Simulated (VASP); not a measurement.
# KCl in VASP: further runs

The runs below take KCl through single point, with PBEsol.

All numbers are computed with VASP 6.6.1; they aren't measurements. Logs are shortened: lines on timing, memory, paths and dates and some standing lists are left out, and cuts for length are marked.

## Step 1: The cell of the first run

Symmetry: R3m, No. 160, trigonal system. Conventional cell: a = 4.909 Å, b = 4.909 Å, c = 12.104 Å, α = 90.00°, β = 90.00°, γ = 120.00°. Within 4.0 Å of K (site symmetry 3m) lie 4 Cl at 3.01 Å. Cl (site symmetry 3m) has 4 K at 3.01 Å within 4.0 Å.

## Step 2: Single point, PBEsol

INCAR reads:

```
PREC     = Accurate       # precision mode
ENCUT    = 520            # plane-wave cutoff, eV
EDIFF    = 1E-6           # SCF threshold, eV
ISMEAR   = -1             # smearing method
SIGMA    = 0.03           # smearing width, eV
LREAL    = False          # projectors in reciprocal space
LASPH    = True           # aspherical terms in the spheres
NELM     = 60             # most SCF steps
ALGO     = Normal         # electronic algorithm
ISIF     = 2              # what is computed and relaxed
LWAVE    = False          # write WAVECAR
LCHARG   = False          # write CHGCAR
GGA      = PS             # functional
NBANDS   = 15             # bands
```

KPOINTS reads:

```
regular mesh
0
Gamma
  6 6 6
```

POSCAR reads:

```
KCl
1.0
    2.4542629483      1.4169693739      4.0346780078
   -2.4542629483      1.4169693739      4.0346780078
    0.0000000000     -2.8339387477      4.0346780078
K Cl
1 1
Direct
    1.0419431605      1.0419431605      1.0419431605
    0.2904898395      0.2904898395      0.2904898395
```

Potentials or basis: VASP PAW PBE potentials, release 64 (K_sv, Cl).

On the command line:

```
$ cat potpaw_PBE.64/K_sv/POTCAR potpaw_PBE.64/Cl/POTCAR > POTCAR
$ mpirun -np 1 vasp_std > vasp.out
```

OUTCAR:

```text
PREC = Accurate
   ENCUT = 520
   EDIFF = 1E-6
   ISMEAR = -1
   LREAL = False
   LASPH = True
   NELM = 60
   ISIF = 2
   GGA = PS

 ion  position               nearest neighbor table
   1  0.042  0.042  0.042-   2 3.01   2 3.01   2 3.01   2 3.01
   2  0.290  0.290  0.290-   1 3.01   1 3.01   1 3.01   1 3.01

  LATTYP: Found a trigonal (rhomboedric) cell.
 ALAT       =     4.9305005276
 COS(alpha) =     0.5044469444

  Lattice vectors:

 A1 = (   2.4542629483,   1.4169693739,   4.0346780078)
 A2 = (  -2.4542629483,   1.4169693739,   4.0346780078)
 A3 = (   0.0000000000,  -2.8339387477,   4.0346780078)

Analysis of symmetry for initial positions (statically):
=====================================================================
 Subroutine PRICEL returns:
 Original cell was already a primitive cell.

 Routine SETGRP: Setting up the symmetry group for a
 trigonal (rhombohedral) supercell.

 Subroutine GETGRP returns: Found  6 space group operations
 (whereof  6 operations were pure point group operations)
 out of a pool of 12 trial point group operations.

The static configuration has the point symmetry C_3v.

Analysis of symmetry for dynamics (positions and initial velocities):
=====================================================================
 Subroutine PRICEL returns:
 Original cell was already a primitive cell.

 Routine SETGRP: Setting up the symmetry group for a
 trigonal (rhombohedral) supercell.

 Subroutine GETGRP returns: Found  6 space group operations
 (whereof  6 operations were pure point group operations)
 out of a pool of 12 trial point group operations.

The dynamic configuration has the point symmetry C_3v.

 Subroutine INISYM returns: Found  6 space group operations
 (whereof  6 operations are pure point group operations),
 and found     1 'primitive' translations

----------------------------------------------------------------------------------------

                                     Primitive cell

  volume of cell :      84.1864

  direct lattice vectors                    reciprocal lattice vectors
     2.454262948  1.416969374  4.034678008     0.203727152  0.117621926  0.082617084
    -2.454262948  1.416969374  4.034678008    -0.203727152  0.117621926  0.082617084
     0.000000000 -2.833938748  4.034678008     0.000000000 -0.235243852  0.082617084

  length of vectors
     4.930500528  4.930500528  4.930500528     0.249329606  0.249329606  0.249329606

  position of ions in fractional coordinates (direct lattice)
     0.041943160  0.041943160  0.041943160
     0.290489839  0.290489839  0.290489839

  ion indices of the primitive-cell ions
   primitive index   ion index
                 1           1
                 2           2

----------------------------------------------------------------------------------------

 KPOINTS: regular mesh

Automatic generation of k-mesh.
 Grid dimensions read from file:
 generate k-points for:    6    6    6

 Generating k-lattice:

  Cartesian coordinates                     Fractional coordinates (reciprocal lattice)
     0.033954525  0.019603654  0.013769514     0.166666667 -0.000000000 -0.000000000
    -0.033954525  0.019603654  0.013769514    -0.000000000  0.166666667 -0.000000000
     0.000000000 -0.039207309  0.013769514     0.000000000  0.000000000  0.166666667

  Length of vectors
     0.041554934  0.041554934  0.041554934

  Shift w.r.t. Gamma in fractional coordinates (k-lattice)
     0.000000000  0.000000000  0.000000000

 Subroutine IBZKPT returns following result:
 ===========================================

 Found     32 irreducible k-points:

 Following reciprocal coordinates:
            Coordinates               Weight
  0.000000  0.000000  0.000000      1.000000
  0.166667  0.000000 -0.000000      6.000000
  0.333333 -0.000000  0.000000      6.000000
  0.500000  0.000000  0.000000      3.000000
  0.166667  0.166667 -0.000000      6.000000
  0.333333  0.166667 -0.000000     12.000000
[... 16 lines left out ...]
  0.500000  0.500000  0.166667      6.000000
 -0.333333  0.500000  0.166667     12.000000
 [... further k-points ...]
   k-points           NKPTS =     32   k-points in BZ     NKDIM =     32   number of bands    NBANDS=     15
   number of dos      NEDOS =    301   number of ions     NIONS =      2
   total plane-waves  NPLWV =  64000
   dimension x,y,z NGX =    40 NGY =   40 NGZ =   40
   dimension x,y,z NGXF=    80 NGYF=   80 NGZF=   80
   ions per type =               1   1
   NGX,Y,Z   is equivalent  to a cutoff of  13.49, 13.49, 13.49 a.u.
   NGXF,Y,Z  is equivalent  to a cutoff of  26.97, 26.97, 26.97 a.u.
 SYSTEM =  unknown system
   PREC   = accura    normal or accurate (medium, high low for compatibility)
   ISTART =      0    job   : 0-new  1-cont  2-samecut
   ICHARG =      2    charge: 1-file 2-atom 10-const
   ISPIN  =      1    spin polarized calculation?
   LNONCOLLINEAR =      F non collinear calculations
   LSORBIT =      F    spin-orbit coupling
   LASPH  =      T    aspherical Exc in radial PAW
   ENCUT  =  520.0 eV  38.22 Ry    6.18 a.u.   9.17  9.17  9.17*2*pi/ulx,y,z
   NELM   =     60;   NELMIN=  2; NELMDL= -5     # of ELM steps
   EDIFF  = 0.1E-05   stopping-criterion for ELM
   LREAL  =      F    real-space projection
   EDIFFG = 0.1E-04   stopping-criterion for IOM
   NSW    =      0    number of steps for IOM
   IBRION =     -1    ionic relax: 0-MD 1-quasi-New 2-CG
   NFREE  =      0    steps in history (QN), initial steepest desc. (CG)
   ISIF   =      2    stress and relaxation
   ISYM   =      2    0-nonsym 1-usesym 2-fastsym
   POTIM  = 0.5000    time-step for ionic-motion
   TEBEG  =    0.0;   TEEND  =   0.0 temperature during run
   PSTRESS=    0.0 pullay stress
   NELECT =      16.0000    total number of electrons
   NUPDOWN=      -1.0000    fix difference up-down
   EMIN   =  10.00;   EMAX   =-10.00  energy-range for DOS
   EFERMI =   0.00;   METHOD = LEGACY
   ISMEAR =    -1;   SIGMA  =   0.03  broadening in eV -4-tet -1-fermi 0-gaus
   EFERMI_NEDOS =   21; number of points for ismear=-14 and -15
   IALGO  =     38    algorithm
   IMIX   =      4    mixing-type and parameters
     AMIX     =   0.40;   BMIX     =  1.00
     AMIX_MAG =   1.60;   BMIX_MAG =  1.00
  volume/ion in A,a.u.               =      42.09       284.06
  Fermi-wavevector in a.u.,A,eV,Ry     =   0.941241  1.778688 12.053877  0.885935
  Thomas-Fermi vector in A             =   2.068733
   LORBIT       =      0    0 simple, 1 ext, 2 COOP (PROOUT), +10 PAW based schemes
   GGA     = PS    functional components
   LHFCALC =     F    Hartree Fock is set to
   AEXX    =    0.0000 exact exchange contribution
   IVDW    =     0    specifies the selected vdW correction
   LEPSILON=     F    determine dielectric tensor
   LRPA    =     F    only Hartree local field effects (RPA)
 non-spin polarized calculation
  energy-cutoff  :      520.00
  volume of cell :       84.19
 maximum number of plane-waves:      2293
 NGX is ok and might be reduce to    40

 number of electron      16.0000000 magnetization

 Free energy of the ion-electron system (eV)
  ---------------------------------------------------
  ext. energy  EPLUGINS =         0.00000000
  ---------------------------------------------------
  free energy    TOTEN  =        -6.79609245 eV

  energy without entropy =       -6.79609245  energy(sigma->0) =       -6.79609245

 E-fermi :  -2.4564     XC(G=0):  -6.2456

 val. band max:       -3.1813145329   @ k =   0.5000   0.5000   0.0000
 cond. band min:       1.6523979665   @ k =   0.0000   0.0000   0.0000
 fundamental gap:      4.8337124993
 Fermi energy:        -2.4564322815

 k-point     1 :       0.0000    0.0000    0.0000
  band No.  band energies     occupation
      1     -30.2329      2.00000
      2     -14.9056      2.00000
      3     -13.7990      2.00000
      4     -13.7990      2.00000
      5     -13.7985      2.00000
      6      -3.2420      2.00000
      7      -3.2313      2.00000
      8      -3.2313      2.00000
      9       1.6524      0.00000
     10       6.1992      0.00000
     11       6.1992      0.00000
     12       7.2443      0.00000
     13       7.2443      0.00000
     14       7.2825      0.00000
     15       8.2952      0.00000

 k-point     2 :       0.1667    0.0000   -0.0000
  band No.  band energies     occupation
      1     -30.2321      2.00000
      2     -14.9606      2.00000
      3     -13.8021      2.00000
      4     -13.8016      2.00000
      5     -13.7388      2.00000
      6      -3.3307      2.00000
      7      -3.2310      2.00000
      8      -3.2233      2.00000
      9       2.0950      0.00000
     10       5.9267      0.00000
     11       5.9455      0.00000
     12       6.9384      0.00000
     13       7.5243      0.00000
     14       7.6754      0.00000
     15       7.6826      0.00000

 k-point     3 :       0.3333   -0.0000    0.0000
  band No.  band energies     occupation
      1     -30.2303      2.00000
      2     -15.0557      2.00000
      3     -13.8081      2.00000
      4     -13.8075      2.00000
      5     -13.6340      2.00000
      6      -3.4830      2.00000
      7      -3.2126      2.00000
      8      -3.2083      2.00000
      9       3.1084      0.00000
     10       5.5926      0.00000
     11       5.7566      0.00000
     12       5.8106      0.00000
     13       7.3990      0.00000
     14       7.5111      0.00000
     15       7.5478      0.00000
[... 343 lines left out ...]
 k-point    23 :       0.5000    0.5000    0.1667
  band No.  band energies     occupation
      1     -30.2286      2.00000
      2     -15.1371      2.00000
      3     -13.8329      2.00000
      4     -13.8237      2.00000
      5     -13.5119      2.00000
      6      -3.5535      2.00000
      7      -3.2407      2.00000
      8      -3.1848      2.00000
      9       3.6712      0.00000
     10       4.5237      0.00000
     11       6.2440      0.00000
     12       6.6899      0.00000
     13       7.5589      0.00000
     14       7.6056      0.00000
     15       7.8465      0.00000

 k-point    24 :      -0.3333    0.5000    0.1667
  band No.  band energies     occupation
      1     -30.2283      2.00000
      2     -15.1474      2.00000
      3     -13.8374      2.00000
      4     -13.8284      2.00000
      5     -13.4937      2.00000
      6      -3.5146      2.00000
      7      -3.2910      2.00000
      8      -3.1880      2.00000
      9       3.7107      0.00000
     10       4.5239      0.00000
     11       6.7706      0.00000
     12       6.8571      0.00000
     13       6.9422      0.00000
     14       7.3465      0.00000
     15       7.9719      0.00000

 [... further k-points ...]
[... 5 lines left out ...]
  --------------------------------------------------------------------------------------
  -------------------------------------------------------------------------------------
  Total        0.0000755      0.0000755      0.0016497      0.0000000      0.0000000      0.0000000
  in kB        0.0014370      0.0014370      0.0313966      0.0000000      0.0000000      0.0000000
  external PRESSURE =       0.0114236 kB  Pullay stress =       0.0000000 kB

 VOLUME and BASIS-vectors are now :
 -----------------------------------------------------------------------------
  energy-cutoff  :      520.00
  volume of cell :       84.19
      direct lattice vectors                 reciprocal lattice vectors
     2.454262948  1.416969374  4.034678008     0.203727152  0.117621926  0.082617084
    -2.454262948  1.416969374  4.034678008    -0.203727152  0.117621926  0.082617084
     0.000000000 -2.833938748  4.034678008     0.000000000 -0.235243852  0.082617084

 POSITION                                       TOTAL-FORCE (eV/Angst)
 -----------------------------------------------------------------------------------
      0.00000      0.00000      0.50768         0.000000     -0.000000     -0.008706
      0.00000      0.00000      3.51610         0.000000      0.000000      0.008706
 -----------------------------------------------------------------------------------
    total drift:                               -0.000000      0.000000      0.000040

  FREE ENERGIE OF THE ION-ELECTRON SYSTEM (eV)
  ---------------------------------------------------
  free  energy   TOTEN  =        -6.7960924484 eV

  energy  without entropy=       -6.7960924484  energy(sigma->0) =       -6.79609245
```

It took 37 s on 1 thread of Intel Xeon Platinum 8259CL at 2.50GHz (Skylake/Cascade Lake), shared host; peak memory 0.25 GiB.

What came out:

```yaml
Free_energy: -6.7961 eV
Pressure: 0.0 GPa
Largest_force: 0.009 eV/Å
Band_gap_on_the_k_mesh: 4.83 eV, indirect (least direct gap 4.88 eV)
```

Forces in eV/Å, atoms in the order of the input:
```
K    0.000  0.000 -0.009
Cl   0.000  0.000  0.009
```

Caveat: the PAW data sets were made with another functional, which shifts forces and pressure a little. Expect the measured gap to be larger: semilocal functionals such as PBEsol lack the derivative discontinuity.

## Step 3: Single point, PBEsol

This run uses another cell than the first one: it holds 16 atoms, not 2.

INCAR reads:

```
SYSTEM = KCl
  PREC = Accurate
  ENCUT = 520
  EDIFF = 1E-6
  ISMEAR = -1
  SIGMA = 0.05
  LREAL = Auto
  LASPH = .TRUE.
  NELM = 60
  ALGO = Normal
  ISIF = 2
  LWAVE = .FALSE.
  LCHARG = .TRUE.
  GGA = PS
  LELF = .TRUE.
  LVHAR = .TRUE.
  NBANDS = 78
```

KPOINTS reads:

```
Automatic mesh
0
G
  2 2 2
  0 0 0
```

POSCAR reads:

```
KCl
1.0
    4.9267135229      2.8214861536      8.0233473090
   -4.9216233654      2.8185475054      8.0214916050
    0.0000145623     -5.6868521483      8.0386389434
K Cl
8 8
Direct
    0.5138232764      0.5226587578      0.5212390834
    0.5138920187      0.5225558085      1.0214431428
    0.5128081265      1.0227252606      0.5214434962
    0.5133440993      1.0224336478      1.0213133389
    1.0135857232      0.5224894788      0.5212577730
    1.0141084091      0.5221499569      1.0211426010
    1.0129999211      1.0223893410      0.5211967624
    1.0131827633      1.0222714169      1.0212337498
    0.1384220542      0.1471047609      0.1461630534
    0.1379316051      0.1473634702      0.6462608803
    0.1390503087      0.6471421814      0.1462907049
    0.1389331254      0.6472223941      0.6461988485
    0.6383388610      0.1472082303      0.1465654421
    0.6381406711      0.1475836144      0.6462819094
    0.6391978940      0.6474106754      0.1463130367
    0.6387348708      0.6475607336      0.6465295897
```

Potentials or basis: VASP PAW PBE potentials, release 64 (K_sv, Cl).

On the command line:

```
$ cat potpaw_PBE.64/K_sv/POTCAR potpaw_PBE.64/Cl/POTCAR > POTCAR
$ mpirun -np 1 vasp_std > vasp.out
```

It took 13 min on 1 thread of Intel Xeon Platinum 8259CL at 2.50GHz (Skylake/Cascade Lake), shared host; peak memory 1 GiB.

It converged, with:

| Quantity | Value |
| --- | --- |
| Free energy | -54.3670 eV |
| Pressure | 0.0 GPa |
| Band gap on the k mesh | 4.84 eV |

Forces in eV/Å, atoms in the order of the input:
```
K   -0.003 -0.001  0.001
K    0.001 -0.002 -0.002
K    0.000  0.000  0.000
K   -0.002  0.001  0.000
K    0.000  0.001  0.000
K   -0.002  0.000  0.000
K   -0.001  0.001 -0.001
K   -0.001  0.000  0.000
Cl   0.002  0.000  0.001
Cl   0.001  0.000  0.002
Cl   0.001  0.000  0.000
Cl   0.000  0.000  0.000
Cl  -0.001  0.002  0.001
Cl   0.002 -0.001  0.001
Cl   0.002  0.000 -0.001
Cl   0.000  0.000 -0.001
```

Levels at points of the mesh, in eV from the valence-band top:
```
           k point  band 61  band 62  band 63  band 64  band 65  band 66  band 67  band 68
(0.00, 0.00, 0.00)     0.00     0.00     0.00     0.00     4.84     6.75     6.75     6.76
(0.50, 0.00, 0.00)    -0.01    -0.01    -0.01    -0.01     5.75     5.75     6.98     6.98
(0.00, 0.50, 0.00)    -0.01    -0.01    -0.01    -0.01     5.75     5.75     6.98     6.98
(0.50, 0.50, 0.00)    -0.02    -0.02    -0.01     0.00     6.03     6.03     6.73     6.73
(0.00, 0.00, 0.50)    -0.01    -0.01    -0.01    -0.01     5.75     5.75     6.98     6.98
(0.50, 0.00, 0.50)    -0.01    -0.01    -0.01    -0.01     6.02     6.02     6.74     6.74
(0.00, 0.50, 0.50)    -0.01    -0.01    -0.01    -0.01     6.02     6.02     6.74     6.74
(0.50, 0.50, 0.50)    -0.01    -0.01    -0.01    -0.01     5.75     5.75     6.98     6.98
```

Caveat: the PAW data sets were made with another functional, which shifts forces and pressure a little.
